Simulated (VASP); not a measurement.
# ZrH2 (P4_2/mnm) in VASP: single point with LDA

Aim: the single point of ZrH2 with LDA.

All numbers are computed with VASP 6.6.1; they aren't measurements. Logs are shortened: lines on timing, memory, paths and dates and some standing lists are left out, and cuts for length are marked.

## Step 1: The cell of the first run

The structure is tetragonal, space group P4_2/mnm (No. 136). Conventional cell: a = 4.030 Å, b = 4.030 Å, c = 3.513 Å, α = 90.00°, β = 90.00°, γ = 90.00°. Within 2.6 Å of Zr (site symmetry mmm) lie 6 H at 1.93 to 1.98 Å. H (site symmetry m2m) has 1 H at 1.83 Å and 3 Zr at 1.93 to 1.98 Å within 2.4 Å.

## Step 2: Single point, LDA

Contents of INCAR:

```
SYSTEM = ZrH2
ALGO = Normal ; EDIFF = 1E-6
ENCUT = 520 ; GGA = CA
ISIF = 2 ; ISMEAR = -1
LASPH = .True. ; LCHARG = .False.
LREAL = .False. ; LWAVE = .False.
NBANDS = 23 ; NELM = 100
PREC = Accurate ; SIGMA = 0.1
```

Contents of KPOINTS:

```
k-points
0
Gamma
  11 11 12
  0 0 0
```

Contents of POSCAR:

```
ZrH2
1.0
    4.0301595041      0.0000000000      0.0000000000
    0.0000000000      4.0301595041      0.0000000000
    0.0000000000      0.0000000000      3.5132146645
Zr H
2 4
Direct
    0.0000000000      0.0000000000      0.0000000000
    0.5000000000      0.5000000000      0.5000000000
    0.3390902770      0.3390902770      0.0000000000
    0.1609097230      0.8390902770      0.5000000000
    0.6609097230      0.6609097230      0.0000000000
    0.8390902770      0.1609097230      0.5000000000
```

Potentials or basis: VASP PAW LDA potentials, release 64 (Zr_sv, H).

Launch:

```
$ cat potpaw_LDA.64/Zr_sv/POTCAR potpaw_LDA.64/H/POTCAR > POTCAR
$ mpirun -np 1 vasp_std > vasp.out
```

OUTCAR:

```text
SYSTEM = ZrH2
   EDIFF = 1E-6
   ENCUT = 520
   GGA = CA
   ISIF = 2
   ISMEAR = -1
   LASPH = .True.
   LREAL = .False.
   NELM = 100
   PREC = Accurate

 ion  position               nearest neighbor table
   1  0.000  0.000  0.000-   3 1.93   5 1.93   4 1.98   6 1.98   4 1.98   6 1.98   2 3.35   2 3.35
                             2 3.35   2 3.35   2 3.35   2 3.35   2 3.35   2 3.35
   2  0.500  0.500  0.500-   4 1.93   6 1.93   5 1.98   3 1.98   3 1.98   5 1.98   1 3.35   1 3.35
                             1 3.35   1 3.35   1 3.35   1 3.35   1 3.35   1 3.35
   3  0.339  0.339  0.000-   1 1.93   2 1.98   2 1.98
   4  0.161  0.839  0.500-   2 1.93   1 1.98   1 1.98
   5  0.661  0.661  0.000-   1 1.93   2 1.98   2 1.98
   6  0.839  0.161  0.500-   2 1.93   1 1.98   1 1.98

  LATTYP: Found a simple tetragonal cell.
 ALAT       =     4.0301595041
 C/A-ratio  =     0.8717309230

  Lattice vectors:

 A1 = (   4.0301595041,   0.0000000000,   0.0000000000)
 A2 = (   0.0000000000,   4.0301595041,   0.0000000000)
 A3 = (   0.0000000000,   0.0000000000,   3.5132146645)

Analysis of symmetry for initial positions (statically):
=====================================================================
 Subroutine PRICEL returns:
 Original cell was already a primitive cell.

 Routine SETGRP: Setting up the symmetry group for a
 simple tetragonal supercell.

 Subroutine GETGRP returns: Found 16 space group operations
 (whereof  8 operations were pure point group operations)
 out of a pool of 16 trial point group operations.

The static configuration has the point symmetry D_2h.
 The point group associated with its full space group is D_4h.

Analysis of symmetry for dynamics (positions and initial velocities):
=====================================================================
 Subroutine PRICEL returns:
 Original cell was already a primitive cell.

 Routine SETGRP: Setting up the symmetry group for a
 simple tetragonal supercell.

 Subroutine GETGRP returns: Found 16 space group operations
 (whereof  8 operations were pure point group operations)
 out of a pool of 16 trial point group operations.

The dynamic configuration has the point symmetry D_2h.
 The point group associated with its full space group is D_4h.

 Subroutine INISYM returns: Found 16 space group operations
 (whereof  8 operations are pure point group operations),
 and found     1 'primitive' translations

----------------------------------------------------------------------------------------

                                     Primitive cell

[... 102 lines left out ...]
   IBRION =     -1    ionic relax: 0-MD 1-quasi-New 2-CG
   NFREE  =      0    steps in history (QN), initial steepest desc. (CG)
   ISIF   =      2    stress and relaxation
   ISYM   =      2    0-nonsym 1-usesym 2-fastsym
   POTIM  = 0.5000    time-step for ionic-motion
   TEBEG  =    0.0;   TEEND  =   0.0 temperature during run
   PSTRESS=    0.0 pullay stress
   NELECT =      28.0000    total number of electrons
   NUPDOWN=      -1.0000    fix difference up-down
   EMIN   =  10.00;   EMAX   =-10.00  energy-range for DOS
   EFERMI =   0.00;   METHOD = LEGACY
   ISMEAR =    -1;   SIGMA  =   0.10  broadening in eV -4-tet -1-fermi 0-gaus
   EFERMI_NEDOS =   21; number of points for ismear=-14 and -15
   IALGO  =     38    algorithm
   IMIX   =      4    mixing-type and parameters
     AMIX     =   0.40;   BMIX     =  1.00
     AMIX_MAG =   1.60;   BMIX_MAG =  1.00
  volume/ion in A,a.u.               =       9.51        64.18
  Fermi-wavevector in a.u.,A,eV,Ry     =   1.291252  2.440113 22.685437  1.667333
  Thomas-Fermi vector in A             =   2.423034
   LORBIT       =      0    0 simple, 1 ext, 2 COOP (PROOUT), +10 PAW based schemes
   GGA     = CA    functional components
   LHFCALC =     F    Hartree Fock is set to
   AEXX    =    0.0000 exact exchange contribution
   IVDW    =     0    specifies the selected vdW correction
   LEPSILON=     F    determine dielectric tensor
   LRPA    =     F    only Hartree local field effects (RPA)
 non-spin polarized calculation
  energy-cutoff  :      520.00
  volume of cell :       57.06
 maximum number of plane-waves:      1564
 NGX is ok and might be reduce to    30
   NGX = 15   NGY = 15   NGZ = 13

 number of electron      28.0000004 magnetization

 Free energy of the ion-electron system (eV)
  ---------------------------------------------------
  ext. energy  EPLUGINS =         0.00000000
  ---------------------------------------------------
  free energy    TOTEN  =       -35.14886439 eV

  energy without entropy =      -35.10977686  energy(sigma->0) =      -35.12932062

 E-fermi :   7.7026     XC(G=0): -11.2217

 val. band max:        7.6929699650   @ k =   0.3636   0.2727   0.0000
 cond. band min:       7.7267965271   @ k =   0.0909   0.0000   0.5000
 fundamental gap:      0.0338265621
 Fermi energy:         7.7026468845

 k-point     1 :       0.0000    0.0000    0.0000
  band No.  band energies     occupation
      1     -41.0485      2.00000
      2     -40.9221      2.00000
      3     -19.4530      2.00000
      4     -19.4530      2.00000
      5     -19.2690      2.00000
      6     -18.9796      2.00000
[... 613 lines left out ...]
     22      15.0848      0.00000
     23      15.2745      0.00000

 [... further k-points ...]

------------------------ aborting loop because EDIFF is reached ----------------------------------------

  FORCE on cell =-STRESS in cart. coord.  units (eV):
  Direction    XX          YY          ZZ          XY          YZ          ZX
  --------------------------------------------------------------------------------------
  -------------------------------------------------------------------------------------
  Total        0.0221761      0.0221761      0.1056477      0.0000000      0.0000000      0.0000000
  in kB        0.6226550      0.6226550      2.9663431      0.0000000      0.0000000      0.0000000
  external PRESSURE =       1.4038843 kB  Pullay stress =       0.0000000 kB

 VOLUME and BASIS-vectors are now :
 -----------------------------------------------------------------------------
  energy-cutoff  :      520.00
  volume of cell :       57.06
      direct lattice vectors                 reciprocal lattice vectors
     4.030159504  0.000000000  0.000000000     0.248129137  0.000000000  0.000000000
     0.000000000  4.030159504  0.000000000     0.000000000  0.248129137  0.000000000
     0.000000000  0.000000000  3.513214664     0.000000000  0.000000000  0.284639595

 POSITION                                       TOTAL-FORCE (eV/Angst)
 -----------------------------------------------------------------------------------
      0.00000      0.00000      0.00000         0.000000      0.000000      0.000000
      2.01508      2.01508      1.75661         0.000000      0.000000      0.000000
      1.36659      1.36659      0.00000         0.002125      0.002125     -0.000000
      0.64849      3.38167      1.75661        -0.002125      0.002125     -0.000000
      2.66357      2.66357      0.00000        -0.002125     -0.002125      0.000000
      3.38167      0.64849      1.75661         0.002125     -0.002125      0.000000
 -----------------------------------------------------------------------------------
    total drift:                                0.000000      0.000000     -0.000000

  FREE ENERGIE OF THE ION-ELECTRON SYSTEM (eV)
  ---------------------------------------------------
  free  energy   TOTEN  =       -35.1488643894 eV

  energy  without entropy=      -35.1097768595  energy(sigma->0) =      -35.12932062
```

OSZICAR:

```text
N       E                     dE             d eps       ncg     rms          rms(c)
DAV:   1     0.217044643146E+03    0.21704E+03   -0.14736E+04  6770   0.120E+03
DAV:   2    -0.235671645423E+02   -0.24061E+03   -0.23298E+03  7913   0.339E+02
DAV:   3    -0.380249926287E+02   -0.14458E+02   -0.14323E+02 12763   0.653E+01
DAV:   4    -0.382921558934E+02   -0.26716E+00   -0.26682E+00  8044   0.893E+00
DAV:   5    -0.382984555187E+02   -0.62996E-02   -0.62993E-02 10668   0.980E-01    0.251E+01
DAV:   6    -0.356058599233E+02    0.26926E+01   -0.35885E+00  8029   0.117E+01    0.956E+00
DAV:   7    -0.351467398104E+02    0.45912E+00   -0.19704E+00 10806   0.708E+00    0.133E+00
DAV:   8    -0.351483422152E+02   -0.16024E-02   -0.12519E-01  8474   0.226E+00    0.937E-01
DAV:   9    -0.351493171224E+02   -0.97491E-03   -0.11641E-02  9621   0.712E-01    0.171E-01
DAV:  10    -0.351489038735E+02    0.41325E-03   -0.79504E-04  8309   0.143E-01    0.717E-02
DAV:  11    -0.351488654766E+02    0.38397E-04   -0.30527E-04  8762   0.102E-01    0.138E-02
DAV:  12    -0.351488645402E+02    0.93640E-06   -0.11221E-05  8062   0.239E-02    0.628E-03
DAV:  13    -0.351488643894E+02    0.15083E-06   -0.43890E-07  5754   0.540E-03
   1 F= -.35148864E+02 E0= -.35129321E+02  d E =-.390875E-01
```

Run time: 5.5 min. Hardware: 1 thread of Intel Xeon 8259CL, shared host; peak memory 0.27 GiB.

Results:

| Item | Value |
| --- | --- |
| Free energy | -35.1489 eV |
| Pressure | 0.1 GPa |
| Largest force | 0.003 eV/Å |
| Band gap on the k mesh | zero (bands 14 and 15 overlap by 0.60 eV) |

Forces on the atoms (eV/Å):
```
Zr   0.000  0.000  0.000
Zr   0.000  0.000  0.000
H    0.002  0.002  0.000
H   -0.002  0.002  0.000
H   -0.002 -0.002  0.000
H    0.002 -0.002  0.000
```
